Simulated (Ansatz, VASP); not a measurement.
One calculation of PtSe2, two programs

```
CELL_PARAMETERS angstrom
3.75166 0.00000 0.00000
-1.87583 3.24903 0.00000
0.00000 0.00000 6.52688
ATOMIC_POSITIONS crystal
Pt 0.00000 0.00000 0.00000
Se 0.33333 0.66667 0.20019
Se 0.66667 0.33333 0.79981
```

Alike in both runs: functional PBE; k mesh 12 × 12 × 8; occupations gaussian, width 0.1 eV; no spin polarisation.

Ansatz relaxed the structure, and its values are those at the end. VASP's run is a single point on that final structure, the one shown.

|  | VASP | Ansatz |
| --- | --- | --- |
| version | VASP 6.6.1 | Ansatz 0.2.0 |
| potentials or method | VASP PAW PBE potentials, release 64 (Pt, Se), cutoff 520 eV | scalar-relativistic, plane waves, PAW |
| valence electrons in the cell | 22 | 50 |

|  | VASP | Ansatz | Ansatz less VASP |
| --- | --- | --- | --- |
| gap on the k mesh at the Fermi level (eV) | 0.88 | 0.89 | +0.010 |
| least direct gap on the mesh (eV) | 1.04 | 1.05 | +0.011 |
| pressure (GPa) | 0.0 | 0.0 | +0.03 |

VASP's potentials hold 22 valence electrons a cell and Ansatz's 50, so a difference there can come from the potentials and not from the codes.

Spin-orbit coupling is off throughout.
